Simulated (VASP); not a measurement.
# Nb (Im-3m) in VASP: further runs

The runs below take Nb through relaxation of cell and atoms, with LDA.

Program: VASP 6.6.1. These are calculated values, not measurements. Logs are shortened: lines on timing, memory, paths and dates and some standing lists are left out, and cuts for length are marked.

## (1) The cell of the first run

The structure is cubic, space group Im-3m (No. 229). The conventional cell has a = 3.247 Å, b = 3.247 Å, c = 3.247 Å, α = 90.00°, β = 90.00°, γ = 90.00°. Within 3.7 Å of Nb (site symmetry m-3m) lie 14 Nb at 2.81 to 3.25 Å.

## (2) Relaxation of cell and atoms, LDA

Contents of INCAR:

```
ALGO = Fast
EDIFF = 1E-7
EDIFFG = -0.001
ENCUT = 600
IBRION = 2
ISIF = 3
ISMEAR = -1
LASPH = T
LCHARG = F
LREAL = F
LWAVE = F
NELM = 60
NSW = 80
PREC = Accurate
SIGMA = 0.15
```

Contents of KPOINTS:

```
k-points
0
Gamma
  16 16 16
```

Contents of POSCAR:

```
Nb
1.0
   -1.6234688167      1.6234688167      1.6234688167
    1.6234688167     -1.6234688167      1.6234688167
    1.6234688167      1.6234688167     -1.6234688167
Nb
1
Direct
    0.0000000000      0.0000000000      0.0000000000
```

Potentials or basis: VASP PAW LDA potentials, release 64 (Nb_sv).

Launch:

```sh
cat potpaw_LDA.64/Nb_sv/POTCAR > POTCAR
mpirun -np 1 vasp_std > vasp.out
```

OUTCAR:

```text
EDIFF = 1E-7
   EDIFFG = -0.001
   ENCUT = 600
   IBRION = 2
   ISIF = 3
   ISMEAR = -1
   LASPH = T
   LREAL = F
   NELM = 60
   NSW = 80
   PREC = Accurate

 ion  position               nearest neighbor table
   1  0.000  0.000  0.000-

  LATTYP: Found a body centered cubic cell.
 ALAT       =     3.2469376334

  Lattice vectors:

 A1 = (  -1.6234688167,   1.6234688167,   1.6234688167)
 A2 = (   1.6234688167,  -1.6234688167,   1.6234688167)
 A3 = (   1.6234688167,   1.6234688167,  -1.6234688167)

Analysis of symmetry for initial positions (statically):
=====================================================================
 Subroutine PRICEL returns:
 Original cell was already a primitive cell.

 Routine SETGRP: Setting up the symmetry group for a
 body centered cubic supercell.

 Subroutine GETGRP returns: Found 48 space group operations
 (whereof 48 operations were pure point group operations)
 out of a pool of 48 trial point group operations.

The static configuration has the point symmetry O_h .

Analysis of symmetry for dynamics (positions and initial velocities):
=====================================================================
 Subroutine PRICEL returns:
 Original cell was already a primitive cell.

 Routine SETGRP: Setting up the symmetry group for a
 body centered cubic supercell.

 Subroutine GETGRP returns: Found 48 space group operations
 (whereof 48 operations were pure point group operations)
 out of a pool of 48 trial point group operations.

The dynamic configuration has the point symmetry O_h .

 Subroutine INISYM returns: Found 48 space group operations
 (whereof 48 operations are pure point group operations),
 and found     1 'primitive' translations

----------------------------------------------------------------------------------------

                                     Primitive cell

  volume of cell :      17.1156

  direct lattice vectors                    reciprocal lattice vectors
    -1.623468817  1.623468817  1.623468817     0.000000000  0.307982509  0.307982509
     1.623468817 -1.623468817  1.623468817     0.307982509  0.000000000  0.307982509
     1.623468817  1.623468817 -1.623468817     0.307982509  0.307982509  0.000000000

  length of vectors
     2.811930475  2.811930475  2.811930475     0.435553042  0.435553042  0.435553042

  position of ions in fractional coordinates (direct lattice)
     0.000000000  0.000000000  0.000000000

  ion indices of the primitive-cell ions
   primitive index   ion index
                 1           1

----------------------------------------------------------------------------------------

 KPOINTS: k-points

Automatic generation of k-mesh.
 Grid dimensions read from file:
 generate k-points for:   16   16   16

 Generating k-lattice:

  Cartesian coordinates                     Fractional coordinates (reciprocal lattice)
     0.000000000  0.019248907  0.019248907     0.062500000  0.000000000  0.000000000
     0.019248907  0.000000000  0.019248907     0.000000000  0.062500000  0.000000000
     0.019248907  0.019248907  0.000000000     0.000000000  0.000000000  0.062500000

  Length of vectors
     0.027222065  0.027222065  0.027222065

  Shift w.r.t. Gamma in fractional coordinates (k-lattice)
     0.000000000  0.000000000  0.000000000

 Subroutine IBZKPT returns following result:
 ===========================================

 Found    145 irreducible k-points:

 Following reciprocal coordinates:
            Coordinates               Weight
  0.000000  0.000000  0.000000      1.000000
  0.062500  0.000000  0.000000     12.000000
  0.125000  0.000000  0.000000     12.000000
  0.187500  0.000000  0.000000     12.000000
  0.250000  0.000000  0.000000     12.000000
  0.312500  0.000000  0.000000     12.000000
[... 16 lines left out ...]
  0.187500  0.187500  0.000000     24.000000
  0.250000  0.187500  0.000000     48.000000
 [... further k-points ...]
   k-points           NKPTS =    145   k-points in BZ     NKDIM =    145   number of bands    NBANDS=     10
   number of dos      NEDOS =    301   number of ions     NIONS =      1
   total plane-waves  NPLWV =  13824
   dimension x,y,z NGX =    24 NGY =   24 NGZ =   24
   dimension x,y,z NGXF=    48 NGYF=   48 NGZF=   48
   ions per type =               1
   NGX,Y,Z   is equivalent  to a cutoff of  14.19, 14.19, 14.19 a.u.
   NGXF,Y,Z  is equivalent  to a cutoff of  28.38, 28.38, 28.38 a.u.
 SYSTEM =  unknown system
   PREC   = accura    normal or accurate (medium, high low for compatibility)
   ISTART =      0    job   : 0-new  1-cont  2-samecut
   ICHARG =      2    charge: 1-file 2-atom 10-const
   ISPIN  =      1    spin polarized calculation?
   LNONCOLLINEAR =      F non collinear calculations
   LSORBIT =      F    spin-orbit coupling
   LASPH  =      T    aspherical Exc in radial PAW
   ENCUT  =  600.0 eV  44.10 Ry    6.64 a.u.   5.62  5.62  5.62*2*pi/ulx,y,z
   NELM   =     60;   NELMIN=  2; NELMDL= -5     # of ELM steps
   EDIFF  = 0.1E-06   stopping-criterion for ELM
   LREAL  =      F    real-space projection
   EDIFFG = -.1E-02   stopping-criterion for IOM
   NSW    =     80    number of steps for IOM
   IBRION =      2    ionic relax: 0-MD 1-quasi-New 2-CG
   NFREE  =      1    steps in history (QN), initial steepest desc. (CG)
   ISIF   =      3    stress and relaxation
   ISYM   =      2    0-nonsym 1-usesym 2-fastsym
   POTIM  = 0.5000    time-step for ionic-motion
   TEBEG  =    0.0;   TEEND  =   0.0 temperature during run
   PSTRESS=    0.0 pullay stress
   NELECT =      13.0000    total number of electrons
   NUPDOWN=      -1.0000    fix difference up-down
   EMIN   =  10.00;   EMAX   =-10.00  energy-range for DOS
   EFERMI =   0.00;   METHOD = LEGACY
   ISMEAR =    -1;   SIGMA  =   0.15  broadening in eV -4-tet -1-fermi 0-gaus
   EFERMI_NEDOS =   21; number of points for ismear=-14 and -15
   IALGO  =     68    algorithm
   IMIX   =      4    mixing-type and parameters
     AMIX     =   0.40;   BMIX     =  1.00
     AMIX_MAG =   1.60;   BMIX_MAG =  1.00
  volume/ion in A,a.u.               =      17.12       115.50
  Fermi-wavevector in a.u.,A,eV,Ry     =   1.493684  2.822653 30.355839  2.231091
  Thomas-Fermi vector in A             =   2.606053
   LORBIT       =      0    0 simple, 1 ext, 2 COOP (PROOUT), +10 PAW based schemes
   GGA     = CA    functional components
   LHFCALC =     F    Hartree Fock is set to
   AEXX    =    0.0000 exact exchange contribution
   IVDW    =     0    specifies the selected vdW correction
   LEPSILON=     F    determine dielectric tensor
   LRPA    =     F    only Hartree local field effects (RPA)
 conjugate gradient relaxation of ions
 non-spin polarized calculation
 RMM-DIIS sequential band-by-band and
  energy-cutoff  :      600.00
  volume of cell :       17.12
 maximum number of plane-waves:       603
   NGX = 11   NGY = 11   NGZ = 11

--------------------------------------- Ionic step        1  -------------------------------------------

 number of electron      13.0000001 magnetization

 Free energy of the ion-electron system (eV)
  ---------------------------------------------------
  ext. energy  EPLUGINS =         0.00000000
  ---------------------------------------------------
  free energy    TOTEN  =       -11.30820693 eV

  energy without entropy =      -11.21354418  energy(sigma->0) =      -11.26087556

------------------------ aborting loop because EDIFF is reached ----------------------------------------

  FORCE on cell =-STRESS in cart. coord.  units (eV):
  Direction    XX          YY          ZZ          XY          YZ          ZX
  --------------------------------------------------------------------------------------
  -------------------------------------------------------------------------------------
  Total        0.0443232      0.0443232      0.0443232      0.0000000      0.0000000     -0.0000000
  in kB        4.1490592      4.1490592      4.1490592      0.0000000      0.0000000     -0.0000000
  external PRESSURE =       4.1490592 kB  Pullay stress =       0.0000000 kB
[... 55 lines left out ...]
  energy  without entropy=      -11.2126810292  energy(sigma->0) =      -11.26037779

--------------------------------------- Ionic step        3  -------------------------------------------

 number of electron      13.0000001 magnetization

 Free energy of the ion-electron system (eV)
  ---------------------------------------------------
  ext. energy  EPLUGINS =         0.00000000
  ---------------------------------------------------
  free energy    TOTEN  =       -11.30825580 eV

  energy without entropy =      -11.21334580  energy(sigma->0) =      -11.26080080

 E-fermi :  11.7257     XC(G=0): -12.9675

 val. band max:       11.7090017161   @ k =  -0.1250   0.1875   0.0625
 cond. band min:      11.7376485150   @ k =  -0.2500   0.3750   0.1250
 fundamental gap:      0.0286467989
 Fermi energy:        11.7257394123

 k-point     1 :       0.0000    0.0000    0.0000
  band No.  band energies     occupation
      1     -42.3191      2.00000
      2     -17.6529      2.00000
      3     -17.6529      2.00000
      4     -17.6529      2.00000
      5       5.6827      2.00000
      6      12.0144      0.25469
      7      12.0144      0.25469
      8      12.0144      0.25469
      9      15.0820      0.00000
     10      15.0820      0.00000
[... 287 lines left out ...]
 k-point    24 :       0.2500    0.1875    0.0000
  band No.  band energies     occupation
      1     -42.0495      2.00000
      2     -18.9111      2.00000
      3     -18.1726      2.00000
      4     -17.7930      2.00000
      5       8.8778      2.00000
      6      10.2850      1.99987
      7      11.2952      1.89271
      8      14.4858      0.00000
      9      15.9368      0.00000
     10      17.9896      0.00000

 [... further k-points ...]

------------------------ aborting loop because EDIFF is reached ----------------------------------------

  FORCE on cell =-STRESS in cart. coord.  units (eV):
  Direction    XX          YY          ZZ          XY          YZ          ZX
  --------------------------------------------------------------------------------------
  -------------------------------------------------------------------------------------
  Total       -0.0005514     -0.0005514     -0.0005514     -0.0000000      0.0000000      0.0000000
  in kB       -0.0515066     -0.0515066     -0.0515066     -0.0000000      0.0000000      0.0000000
  external PRESSURE =      -0.0515066 kB  Pullay stress =       0.0000000 kB
[... 16 lines left out ...]
  FREE ENERGIE OF THE ION-ELECTRON SYSTEM (eV)
  ---------------------------------------------------
  free  energy   TOTEN  =       -11.3082557975 eV

  energy  without entropy=      -11.2133457965  energy(sigma->0) =      -11.26080080

 reached required accuracy - stopping structural energy minimisation
```

It took 94 s on 1 thread of Intel Xeon 6975P-C, shared host; peak memory 0.16 GiB.

Results:

| Quantity | Value |
| --- | --- |
| Free energy | -11.3083 eV |
| Relaxed volume | 17.15 Å³/atom |
| Relaxed cell | a = 2.814 Å, b = 2.814 Å, c = 2.814 Å, α = 109.47°, β = 109.47°, γ = 109.47° |
| Space group after relaxing (to 0.05 Å) | Im-3m (No. 229) |
| Energy gained by relaxing | 0.0 meV/atom |
| Ionic steps | 3 |
| Pressure after relaxing | 0.0 GPa |

Final structure:
```
CELL_PARAMETERS angstrom
-1.62465 1.62465 1.62465
1.62465 -1.62465 1.62465
1.62465 1.62465 -1.62465
ATOMIC_POSITIONS crystal
Nb 0.00000 0.00000 0.00000
```

Levels at points of the mesh, in eV from the Fermi level:
| k point | band 3 | band 4 | band 5 | band 6 | band 7 | band 8 | band 9 | band 10 |
| --- | --- | --- | --- | --- | --- | --- | --- | --- |
| (0.00, 0.00, 0.00) | -29.38 | -29.38 | -6.04 | 0.29 | 0.29 | 0.29 | 3.36 | 3.36 |
| (0.50, 0.00, 0.00) | -29.88 | -29.40 | -3.98 | -1.87 | 2.56 | 3.42 | 4.14 | 6.77 |
| (0.50, 0.50, 0.50) | -30.47 | -30.47 | -4.07 | -4.07 | 5.93 | 5.93 | 5.93 | 9.47 |

## (3) Relaxation of cell and atoms, LDA

This run uses another cell than the first one, of 17.21 Å³/atom, 1.006 times its volume.

Contents of INCAR:

```
PREC     = Accurate       # precision mode
ENCUT    = 600            # plane-wave cutoff, eV
EDIFF    = 1E-7           # SCF threshold, eV
ISMEAR   = 0              # smearing method
SIGMA    = 0.1            # smearing width, eV
LREAL    = False          # projectors in reciprocal space
LASPH    = True           # aspherical terms in the spheres
NELM     = 60             # most SCF steps
ALGO     = Fast           # electronic algorithm
ISIF     = 3              # what is computed and relaxed
LWAVE    = False          # write WAVECAR
LCHARG   = False          # write CHGCAR
GGA      = CA             # functional
IBRION   = 2              # ionic algorithm
NSW      = 100            # ionic steps
EDIFFG   = -0.002         # ionic threshold
```

Contents of KPOINTS:

```
regular mesh
0
Gamma
  16 16 16
```

Contents of POSCAR:

```
Nb
1.0
   -1.6265870592      1.6265870592      1.6265870592
    1.6265870592     -1.6265870592      1.6265870592
    1.6265870592      1.6265870592     -1.6265870592
Nb
1
Direct
    0.0000000000      0.0000000000      0.0000000000
```

Potentials or basis: VASP PAW LDA potentials, release 64 (Nb_sv).

Launch:

```sh
cat potpaw_LDA.64/Nb_sv/POTCAR > POTCAR
mpirun -np 1 vasp_std > vasp.out
```

OUTCAR:

```text
PREC = Accurate
   ENCUT = 600
   EDIFF = 1E-7
   ISMEAR = 0
   LREAL = False
   LASPH = True
   NELM = 60
   ISIF = 3
   GGA = CA
   IBRION = 2
   NSW = 100
   EDIFFG = -0.002

 ion  position               nearest neighbor table
   1  0.000  0.000  0.000-

  LATTYP: Found a body centered cubic cell.
 ALAT       =     3.2531741184

  Lattice vectors:

 A1 = (  -1.6265870592,   1.6265870592,   1.6265870592)
 A2 = (   1.6265870592,  -1.6265870592,   1.6265870592)
 A3 = (   1.6265870592,   1.6265870592,  -1.6265870592)

Analysis of symmetry for initial positions (statically):
=====================================================================
 Subroutine PRICEL returns:
 Original cell was already a primitive cell.

 Routine SETGRP: Setting up the symmetry group for a
 body centered cubic supercell.

 Subroutine GETGRP returns: Found 48 space group operations
 (whereof 48 operations were pure point group operations)
 out of a pool of 48 trial point group operations.

The static configuration has the point symmetry O_h .

Analysis of symmetry for dynamics (positions and initial velocities):
=====================================================================
 Subroutine PRICEL returns:
[... 400 lines left out ...]
--------------------------------------- Ionic step        8  -------------------------------------------

 number of electron      13.0000001 magnetization

 Free energy of the ion-electron system (eV)
  ---------------------------------------------------
  ext. energy  EPLUGINS =         0.00000000
  ---------------------------------------------------
  free energy    TOTEN  =       -11.26252925 eV

  energy without entropy =      -11.25623752  energy(sigma->0) =      -11.25938338

 E-fermi :  11.7149     XC(G=0): -12.9812

 val. band max:       11.7028800477   @ k =  -0.3125   0.3750   0.0625
 cond. band min:      11.7298301843   @ k =  -0.1875   0.1875   0.0625
 fundamental gap:      0.0269501365
 Fermi energy:        11.7148847400

 k-point     1 :       0.0000    0.0000    0.0000
  band No.  band energies     occupation
      1     -42.2863      2.00000
      2     -17.6131      2.00000
      3     -17.6131      2.00000
      4     -17.6131      2.00000
      5       5.7155      2.00000
      6      12.0468      0.00000
      7      12.0468      0.00000
      8      12.0468      0.00000
      9      15.1237      0.00000
     10      15.1237      0.00000
[... 287 lines left out ...]
 k-point    24 :       0.2500    0.1875    0.0000
  band No.  band energies     occupation
      1     -42.0141      2.00000
      2     -18.8806      2.00000
      3     -18.1367      2.00000
      4     -17.7543      2.00000
      5       8.9083      2.00000
      6      10.3139      2.00000
      7      11.3318      2.00000
      8      14.5255      0.00000
      9      15.9825      0.00000
     10      18.0423      0.00000

 [... further k-points ...]

------------------------ aborting loop because EDIFF is reached ----------------------------------------

  FORCE on cell =-STRESS in cart. coord.  units (eV):
  Direction    XX          YY          ZZ          XY          YZ          ZX
  --------------------------------------------------------------------------------------
  -------------------------------------------------------------------------------------
  Total       -0.0018015     -0.0018015     -0.0018015      0.0000000     -0.0000000     -0.0000000
  in kB       -0.1686919     -0.1686919     -0.1686919      0.0000000     -0.0000000     -0.0000000
  external PRESSURE =      -0.1686919 kB  Pullay stress =       0.0000000 kB
[... 16 lines left out ...]
  FREE ENERGIE OF THE ION-ELECTRON SYSTEM (eV)
  ---------------------------------------------------
  free  energy   TOTEN  =       -11.2625292491 eV

  energy  without entropy=      -11.2562375151  energy(sigma->0) =      -11.25938338

 reached required accuracy - stopping structural energy minimisation
```

OSZICAR:

```text
N       E                     dE             d eps       ncg     rms          rms(c)
DAV:   1     0.136789940264E+03    0.13679E+03   -0.80621E+03  2908   0.146E+03
DAV:   2    -0.464638534072E+01   -0.14144E+03   -0.13825E+03  3150   0.504E+02
DAV:   3    -0.113542911627E+02   -0.67079E+01   -0.63349E+01  4600   0.959E+01
[... 118 lines left out ...]
RMM:   4    -0.112625291663E+02   -0.44037E-07   -0.44004E-07  2499   0.836E-03
   7 F= -.11262529E+02 E0= -.11259383E+02  d E =-.293285E-06
       N       E                     dE             d eps       ncg     rms          rms(c)
DAV:   1    -0.112625292278E+02   -0.10559E-06   -0.50193E-07  3464   0.723E-03    0.121E-03
RMM:   2    -0.112625292491E+02   -0.21321E-07   -0.13047E-08  1481   0.183E-03
   8 F= -.11262529E+02 E0= -.11259383E+02  d E =-.828777E-07
```

CONTCAR:

```text
Nb
   1.00000000000000
    -1.6232827242069314    1.6232827242069314    1.6232827242069314
     1.6232827242069314   -1.6232827242069314    1.6232827242069314
     1.6232827242069314    1.6232827242069314   -1.6232827242069314
  Nb
     1
Direct
     1.0000000000000000    1.0000000000000000    1.0000000000000000

  0.00000000E+00  0.00000000E+00  0.00000000E+00
```

It took 2.2 min on 1 thread of Intel Xeon 6975P-C, shared host; peak memory 0.17 GiB.

Results:

- Free energy: -11.2625 eV
- Relaxed volume: 17.11 Å³/atom
- Relaxed cell: a = 2.812 Å, b = 2.812 Å, c = 2.812 Å, α = 109.47°, β = 109.47°, γ = 109.47°
- Space group after relaxing (to 0.05 Å): Im-3m (No. 229)
- Energy gained by relaxing: 0.4 meV/atom
- Ionic steps: 8
- Pressure after relaxing: 0.0 GPa

The path:
| step | energy change (eV) | largest force (eV/Å) | pressure (GPa) | volume (Å³) |
| --- | --- | --- | --- | --- |
| 1 | 0.0000 | 0.0000 | -1.19 | 17.21 |
| 2 | 0.0013 | 0.0000 | 2.52 | 16.90 |
| 3 | -0.0004 | 0.0000 | 0.05 | 17.11 |
| 4 | -0.0004 | 0.0000 | -0.04 | 17.11 |
| 5 | -0.0004 | 0.0000 | -0.05 | 17.11 |
| 6 | -0.0004 | 0.0000 | -0.06 | 17.11 |
| 7 | -0.0004 | 0.0000 | -0.03 | 17.11 |
| 8 | -0.0004 | 0.0000 | -0.02 | 17.11 |

Final structure:
```
CELL_PARAMETERS angstrom
-1.62328 1.62328 1.62328
1.62328 -1.62328 1.62328
1.62328 1.62328 -1.62328
ATOMIC_POSITIONS crystal
Nb 0.00000 0.00000 0.00000
```
